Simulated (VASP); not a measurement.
Input of a VASP 6.6.1 run:

File INCAR:

```
SYSTEM = PbSe
PREC = Accurate
ENCUT = 600
EDIFF = 1E-6
ISMEAR = 0
SIGMA = 0.01
LREAL = .False.
LASPH = .True.
NELM = 100
ALGO = Normal
ISIF = 3
LWAVE = .False.
LCHARG = .False.
GGA = PS
IBRION = 2
NSW = 100
EDIFFG = -0.002
PSTRESS = 100.0
```

Contents of KPOINTS:

```
Automatic mesh
0
Gamma
  14 14 14
  0 0 0
```

File POSCAR:

```
PbSe
1.0
    0.0000000000      3.0514615378      3.0514615378
    3.0514615378      0.0000000000      3.0514615378
    3.0514615378      3.0514615378      0.0000000000
Pb Se
1 1
Direct
    0.0000000000      0.0000000000      0.0000000000
    0.5000000000      0.5000000000      0.5000000000
```

Potentials or basis: VASP PAW PBE potentials, release 64 (Pb_d, Se).

Run with:

```bash
$ cat potpaw_PBE.64/Pb_d/POTCAR potpaw_PBE.64/Se/POTCAR > POTCAR
$ mpirun -np 1 vasp_std > vasp.out
```

(1) Predict the relaxed volume.

(2) What does it give for the relaxed cell?

(3) Predict the space group after relaxing (to 0.1 Å).

(4) What does it give for the band gap on the k mesh?

Results:

(1) 24.78 Å³/atom.

(2) a = 4.123 Å, b = 4.123 Å, c = 4.123 Å, α = 60.00°, β = 60.00°, γ = 60.00°.

(3) Fm-3m (No. 225).

(4) 0.38 eV (least direct gap 0.39 eV).

Caveat: the cell is relaxed towards a set pressure, so the run minimises the enthalpy, not the energy; the PAW data sets were made with another functional, which shifts forces and pressure a little; spin-orbit coupling is left out, which moves the levels of the heavy elements.
